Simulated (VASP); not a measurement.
# Cd2Ru (P6/mmm) in VASP: further runs, part 3 of 3

VASP 6.6.1. The steps go on from the part before.

### 4 Single point, r2SCAN

This run uses another cell than the first one, of 17.46 Å³/atom, 1.002 times its volume.

File POSCAR:

```
Cd2Ru
1.0
    4.6494632891      0.0000000000      0.0000000000
   -2.3247316445      4.0265533224      0.0000000000
    0.0000000000      0.0000000000      2.7977285544
Cd Ru
2 1
Direct
    0.3333333333      0.6666666667      0.5000000000
    0.6666666667      0.3333333333      0.5000000000
    0.0000000000      0.0000000000      0.0000000000
```

File INCAR.step1:

```
PREC     = Accurate       # precision mode
ENCUT    = 520            # plane-wave cutoff, eV
ISMEAR   = 0              # smearing method
SIGMA    = 0.1            # smearing width, eV
LREAL    = False          # projectors in reciprocal space
LASPH    = True           # aspherical terms in the spheres
NELM     = 60             # most SCF steps
NBANDS   = 26             # bands
GGA      = PE             # functional
ALGO     = Normal         # electronic algorithm
EDIFF    = 1E-4           # SCF threshold, eV
LWAVE    = True           # write WAVECAR
LCHARG   = False          # write CHGCAR
```

File INCAR.step2:

```
PREC     = Accurate       # precision mode
ENCUT    = 520            # plane-wave cutoff, eV
EDIFF    = 1E-7           # SCF threshold, eV
ISMEAR   = 0              # smearing method
SIGMA    = 0.1            # smearing width, eV
LREAL    = False          # projectors in reciprocal space
LASPH    = True           # aspherical terms in the spheres
NELM     = 60             # most SCF steps
ALGO     = Normal         # electronic algorithm
ISIF     = 2              # what is computed and relaxed
LWAVE    = False          # write WAVECAR
LCHARG   = False          # write CHGCAR
METAGGA  = R2SCAN         # meta-GGA
LMIXTAU  = True         
NBANDS   = 26             # bands
ISTART   = 1
```

File KPOINTS:

```
Automatic mesh
0
Gamma
  6 6 6
```

Potentials or basis: VASP PAW PBE potentials, release 64 (Cd, Ru_pv).

The run is started by

```console
$ cat potpaw_PBE.64/Cd/POTCAR potpaw_PBE.64/Ru_pv/POTCAR > POTCAR
$ cp INCAR.step1 INCAR
$ mpirun -np 1 vasp_std > vasp.out
$ cp INCAR.step2 INCAR
$ mpirun -np 1 vasp_std > vasp.out
```

OUTCAR:

```text
PREC = Accurate
   ENCUT = 520
   EDIFF = 1E-7
   ISMEAR = 0
   LREAL = False
   LASPH = True
   NELM = 60
   ISIF = 2
   METAGGA = R2SCAN
   ISTART = 1

 ion  position               nearest neighbor table
   1  0.333  0.667  0.500-   2 2.68   2 2.68   2 2.68   3 3.03   3 3.03   3 3.03   3 3.03   3 3.03
                             3 3.03
   2  0.667  0.333  0.500-   1 2.68   1 2.68   1 2.68   3 3.03   3 3.03   3 3.03   3 3.03   3 3.03
                             3 3.03
   3  0.000  0.000  0.000-   1 3.03   2 3.03   1 3.03   2 3.03   2 3.03   2 3.03   1 3.03   1 3.03
                             2 3.03   2 3.03   1 3.03   1 3.03

  LATTYP: Found a hexagonal cell.
 ALAT       =     4.6494632891
 C/A-ratio  =     0.6017315076

  Lattice vectors:

 A1 = (   4.6494632891,   0.0000000000,   0.0000000000)
 A2 = (  -2.3247316445,   4.0265533224,   0.0000000000)
 A3 = (   0.0000000000,   0.0000000000,   2.7977285544)

Analysis of symmetry for initial positions (statically):
=====================================================================
 Subroutine PRICEL returns:
 Original cell was already a primitive cell.

 Routine SETGRP: Setting up the symmetry group for a
 hexagonal supercell.

 Subroutine GETGRP returns: Found 24 space group operations
 (whereof 24 operations were pure point group operations)
 out of a pool of 24 trial point group operations.

The static configuration has the point symmetry D_6h.

Analysis of symmetry for dynamics (positions and initial velocities):
=====================================================================
 Subroutine PRICEL returns:
 Original cell was already a primitive cell.

 Routine SETGRP: Setting up the symmetry group for a
 hexagonal supercell.

 Subroutine GETGRP returns: Found 24 space group operations
 (whereof 24 operations were pure point group operations)
 out of a pool of 24 trial point group operations.

The dynamic configuration has the point symmetry D_6h.

 Subroutine INISYM returns: Found 24 space group operations
 (whereof 24 operations are pure point group operations),
 and found     1 'primitive' translations

----------------------------------------------------------------------------------------

                                     Primitive cell

  volume of cell :      52.3771

  direct lattice vectors                    reciprocal lattice vectors
     4.649463289  0.000000000  0.000000000     0.215078588  0.124175681  0.000000000
    -2.324731644  4.026553322  0.000000000     0.000000000  0.248351362  0.000000000
     0.000000000  0.000000000  2.797728554     0.000000000  0.000000000  0.357432818

  length of vectors
     4.649463289  4.649463289  2.797728554     0.248351362  0.248351362  0.357432818

  position of ions in fractional coordinates (direct lattice)
     0.333333333  0.666666667  0.500000000
     0.666666667  0.333333333  0.500000000
     0.000000000  0.000000000  0.000000000

  ion indices of the primitive-cell ions
   primitive index   ion index
                 1           1
                 2           2
                 3           3

----------------------------------------------------------------------------------------

 KPOINTS: Automatic mesh

Automatic generation of k-mesh.
 Grid dimensions read from file:
 generate k-points for:    6    6    6

 Generating k-lattice:

  Cartesian coordinates                     Fractional coordinates (reciprocal lattice)
     0.035846431  0.020695947  0.000000000     0.166666667  0.000000000  0.000000000
     0.000000000  0.041391894  0.000000000     0.000000000  0.166666667  0.000000000
     0.000000000  0.000000000  0.059572136     0.000000000  0.000000000  0.166666667

  Length of vectors
     0.041391894  0.041391894  0.059572136

  Shift w.r.t. Gamma in fractional coordinates (k-lattice)
     0.000000000  0.000000000  0.000000000

 Subroutine IBZKPT returns following result:
 ===========================================

 Found     28 irreducible k-points:

 Following reciprocal coordinates:
            Coordinates               Weight
  0.000000  0.000000  0.000000      1.000000
  0.166667  0.000000  0.000000      6.000000
  0.333333  0.000000  0.000000      6.000000
  0.500000  0.000000  0.000000      3.000000
  0.166667  0.166667  0.000000      6.000000
  0.333333  0.166667  0.000000     12.000000
[... 16 lines left out ...]
  0.166667  0.000000  0.500000      6.000000
  0.333333  0.000000  0.500000      6.000000
 [... further k-points ...]
   k-points           NKPTS =     28   k-points in BZ     NKDIM =     28   number of bands    NBANDS=     26
   number of dos      NEDOS =    301   number of ions     NIONS =      3
   total plane-waves  NPLWV =  31104
   dimension x,y,z NGX =    36 NGY =   36 NGZ =   24
   dimension x,y,z NGXF=    72 NGYF=   72 NGZF=   48
   ions per type =               2   1
   NGX,Y,Z   is equivalent  to a cutoff of  12.87, 12.87, 14.26 a.u.
   NGXF,Y,Z  is equivalent  to a cutoff of  25.74, 25.74, 28.52 a.u.
 SYSTEM =  unknown system
   PREC   = accura    normal or accurate (medium, high low for compatibility)
   ISTART =      1    job   : 0-new  1-cont  2-samecut
   ICHARG =      0    charge: 1-file 2-atom 10-const
   ISPIN  =      1    spin polarized calculation?
   LNONCOLLINEAR =      F non collinear calculations
   LSORBIT =      F    spin-orbit coupling
   LASPH  =      T    aspherical Exc in radial PAW
   ENCUT  =  520.0 eV  38.22 Ry    6.18 a.u.   8.64  8.64  5.20*2*pi/ulx,y,z
   NELM   =     60;   NELMIN=  2; NELMDL=  0     # of ELM steps
   EDIFF  = 0.1E-06   stopping-criterion for ELM
   LREAL  =      F    real-space projection
   EDIFFG = 0.1E-05   stopping-criterion for IOM
   NSW    =      0    number of steps for IOM
   IBRION =     -1    ionic relax: 0-MD 1-quasi-New 2-CG
   NFREE  =      0    steps in history (QN), initial steepest desc. (CG)
   ISIF   =      2    stress and relaxation
   ISYM   =      2    0-nonsym 1-usesym 2-fastsym
   POTIM  = 0.5000    time-step for ionic-motion
   TEBEG  =    0.0;   TEEND  =   0.0 temperature during run
   PSTRESS=    0.0 pullay stress
   NELECT =      38.0000    total number of electrons
   NUPDOWN=      -1.0000    fix difference up-down
   EMIN   =  10.00;   EMAX   =-10.00  energy-range for DOS
   EFERMI =   0.00;   METHOD = LEGACY
   ISMEAR =     0;   SIGMA  =   0.10  broadening in eV -4-tet -1-fermi 0-gaus
   EFERMI_NEDOS =   21; number of points for ismear=-14 and -15
   IALGO  =     38    algorithm
   IMIX   =      4    mixing-type and parameters
     AMIX     =   0.40;   BMIX     =  1.00
     AMIX_MAG =   1.60;   BMIX_MAG =  1.00
  volume/ion in A,a.u.               =      17.46       117.82
  Fermi-wavevector in a.u.,A,eV,Ry     =   1.471032  2.779847 29.442119  2.163935
  Thomas-Fermi vector in A             =   2.586217
   LORBIT       =      0    0 simple, 1 ext, 2 COOP (PROOUT), +10 PAW based schemes
   METAGGA = R2SCAN    functional components
   LHFCALC =     F    Hartree Fock is set to
   AEXX    =    0.0000 exact exchange contribution
   IVDW    =     0    specifies the selected vdW correction
   LEPSILON=     F    determine dielectric tensor
   LRPA    =     F    only Hartree local field effects (RPA)
 non-spin polarized calculation
 Gauss-broadening in eV      SIGMA  =   0.10
  energy-cutoff  :      520.00
  volume of cell :       52.38
 maximum number of plane-waves:      1442
 NGX is ok and might be reduce to    36
   NGX = 17   NGY = 17   NGZ = 11

 number of electron      38.0000008 magnetization

 Free energy of the ion-electron system (eV)
  ---------------------------------------------------
  ext. energy  EPLUGINS =         0.00000000
  ---------------------------------------------------
  free energy    TOTEN  =       -64.51861407 eV

  energy without entropy =      -64.51073164  energy(sigma->0) =      -64.51467285

 E-fermi :   5.4452     XC(G=0): -13.2782

 val. band max:        5.4245637276   @ k =   0.3333   0.1667   0.1667
 cond. band min:       5.5265109882   @ k =   0.3333   0.3333   0.5000
 fundamental gap:      0.1019472607
 Fermi energy:         5.4451551779

 k-point     1 :       0.0000    0.0000    0.0000
  band No.  band energies     occupation
      1     -37.9344      2.00000
      2     -37.9227      2.00000
      3     -37.9227      2.00000
      4      -5.0394      2.00000
      5      -4.3779      2.00000
      6      -4.0618      2.00000
[... 18 lines left out ...]
     25      11.8331      0.00000
     26      15.3291      0.00000
[... 644 lines left out ...]
      4      -4.7061      2.00000
      5      -4.5895      2.00000
      6      -4.4053      2.00000
[... 18 lines left out ...]
     25      13.1504      0.00000
     26      13.2860      0.00000

 [... further k-points ...]
[... 5 lines left out ...]
  --------------------------------------------------------------------------------------
  -------------------------------------------------------------------------------------
  Total        0.4280071      0.4280071      0.3241231      0.0000000      0.0000000      0.0000000
  in kB       13.0924129     13.0924129      9.9146817      0.0000000      0.0000000      0.0000000
  external PRESSURE =      12.0331692 kB  Pullay stress =       0.0000000 kB

 VOLUME and BASIS-vectors are now :
 -----------------------------------------------------------------------------
  energy-cutoff  :      520.00
  volume of cell :       52.38
      direct lattice vectors                 reciprocal lattice vectors
     4.649463289  0.000000000  0.000000000     0.215078588  0.124175681  0.000000000
    -2.324731644  4.026553322  0.000000000     0.000000000  0.248351362  0.000000000
     0.000000000  0.000000000  2.797728554     0.000000000  0.000000000  0.357432818

 POSITION                                       TOTAL-FORCE (eV/Angst)
 -----------------------------------------------------------------------------------
     -0.00000      2.68437      1.39886        -0.000000      0.000000      0.000000
      2.32473      1.34218      1.39886         0.000000     -0.000000     -0.000000
      0.00000      0.00000      0.00000        -0.000000      0.000000     -0.000000
 -----------------------------------------------------------------------------------
    total drift:                                0.000000      0.000000     -0.000000

  FREE ENERGIE OF THE ION-ELECTRON SYSTEM (eV)
  ---------------------------------------------------
  free  energy   TOTEN  =       -64.5186140686 eV

  energy  without entropy=      -64.5107316383  energy(sigma->0) =      -64.51467285
```

It took 61 s on 1 thread of Intel Xeon 6975P-C (Granite Rapids), shared host; peak memory 0.2 GiB.

What came out:

```
Free energy            : -64.5186 eV
Pressure               : 1.2 GPa
Band gap on the k mesh : zero (band 19 reaches 5.78 eV, above the bottom of band 20 at 4.89 eV)
```

Caveat: the k points lie up to 0.37 Å⁻¹ apart; the PAW data sets were made with another functional, which shifts forces and pressure a little.

### 5 Overview

| cell | k mesh | gap on the mesh (eV) | pressure (GPa) |
| --- | --- | --- | --- |
| a = 4.670, b = 4.670, c = 2.766 Å, angles 90.0, 90.0, 120.0°, 3 atoms | 6 × 6 × 4 | none | 1.3 |
| a = 3.933, b = 3.933, c = 4.247 Å, angles 90.0, 90.0, 120.0°, 3 atoms | 6 × 6 × 4 | none | 22.8 |
| a = 4.649, b = 4.649, c = 2.798 Å, angles 90.0, 90.0, 120.0°, 3 atoms | 6 × 6 × 6 | none | 1.2 |

Alike in all rows: task single point; level r2SCAN; potentials or basis VASP PAW PBE potentials, release 64 (Cd, Ru_pv); no spin polarisation; cutoff (eV) 520; smearing gaussian 0.1 eV.

Caveats: all runs use coarse meshes; the PAW data sets were made with another functional, which shifts forces and pressure a little.

Total energies depend on the potentials used, so only differences within one code and one set of settings carry meaning.
